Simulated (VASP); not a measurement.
The system is MoS2.

```
Mo S
1.0
     3.16900    0.00000    0.00000
    -1.58450    2.74443    0.00000
     0.00000    0.00000   12.32400
Mo S
2 4
Cartesian
  1.5845 0.9148 9.2430
  0.0000 1.8296 3.0810
  1.5845 0.9148 4.6461
  0.0000 1.8296 10.8081
  1.5845 0.9148 1.5159
  0.0000 1.8296 7.6779
```

Program: VASP 6.6.1. Alike in all runs: task single point; potentials or basis VASP PAW PBE potentials, release 64 (Mo_sv, S); no spin polarisation; cell as given; k mesh 10 × 10 × 3; cutoff (eV) 520; smearing fermi-dirac 0.05 eV.

Question: Order these runs on this cell by their pressure, lowest first.
A. level PBE+D3(BJ)
B. level PBE
C. level PBEsol+D3(BJ)
D. level RPBE+D4
E. level revPBE

Answer: C (-6.4 GPa), D (-3.6 GPa), A (-2.0 GPa), B (1.8 GPa), E (3.7 GPa).

Caveats: the PAW data sets were made with another functional, which shifts forces and pressure a little (some runs); this functional lacks dispersion, which binds the layers, so the pressure and a relaxed spacing across them are unreliable (some runs); three body term missing (some runs).
